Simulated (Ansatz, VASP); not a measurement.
# One calculation of SnMo, two programs

The input INCAR:

```
SYSTEM = SnMo
ALGO = Normal
EDIFF = 1E-7
ENCUT = 520
GGA = PE
ISIF = 2
ISMEAR = 0
ISPIN = 2
LASPH = .TRUE.
LCHARG = .FALSE.
LMAXMIX = 4
LORBIT = 11
LREAL = .FALSE.
LWAVE = .FALSE.
MAGMOM = 0 0 1 1
NBANDS = 40
NELM = 150
PREC = Accurate
SIGMA = 0.1
```

Contents of KPOINTS:

```
k-points
0
G
  6 6 4
  0 0 0
```

File POSCAR:

```
SnMo
1.0
    4.6965751033      0.0000000000      0.0000000000
   -2.3482875517      4.0673533503      0.0000000000
    0.0000000000      0.0000000000      5.3878083973
Sn Mo
2 2
Direct
    0.6666666667      0.3333333333      0.2500000000
    0.3333333333      0.6666666667      0.7500000000
    0.6666666667      0.3333333333      0.7500000000
    0.3333333333      0.6666666667      0.2500000000
```

Input for Ansatz:

```yaml
crystal:
  lattice:
    - [4.6965751033, 0.0, 0.0]
    - [-2.3482875517, 4.0673533503, 0.0]
    - [0.0, 0.0, 5.3878083973]
  atoms:
    - { symbol: Sn, position: [0.6666666667, 0.3333333333, 0.25] }
    - { symbol: Sn, position: [0.3333333333, 0.6666666667, 0.75] }
    - { symbol: Mo, position: [0.6666666667, 0.3333333333, 0.75], spin: 1.0 }
    - { symbol: Mo, position: [0.3333333333, 0.6666666667, 0.25], spin: 1.0 }
basis:
  ecutwfc: 420
kpoints:
  mp_grid: { grid: [6, 6, 4] }
hamiltonian:
  xc: pbe
scf:
  occupations: { method: gaussian, width: 0.1 }
  lower_state_search: "off"
output:
  forces: true
  stress: true
  eigenvalues: true
  populations: true
magnetization:
  spin_polarized: true
```

Change from the starting cell: species swapped into the CdSe type (P6_3mc, No. 186).

Alike in both runs: task single point; functional PBE; k mesh 6 × 6 × 4; occupations gaussian, width 0.1 eV; collinear spin.

|  | VASP | Ansatz |
| --- | --- | --- |
| version | VASP 6.6.1 | Ansatz 0.2.0 |
| potentials or method | VASP PAW PBE potentials, release 64 (Sn_d, Mo_sv), cutoff 520 eV | scalar-relativistic, plane waves, PAW |
| valence electrons in the cell | 56 | 56 |

Ansatz gave:

- gap on the k mesh at the Fermi level (eV): none
- pressure (GPa): 0.2
- traceless stress, the component that is largest in VASP (GPa): -0.27
- net moment per atom (μB): 0.00

Q: What did VASP give for the same quantities?

A: gap on the k mesh at the Fermi level (eV): none; pressure (GPa): 0.3; traceless stress, the component that is largest in VASP (GPa): -0.24; net moment per atom (μB): 0.00.

A gap of «none» marks a metal or a gap that the smearing closes. Ansatz's warnings: seeded moment not kept.
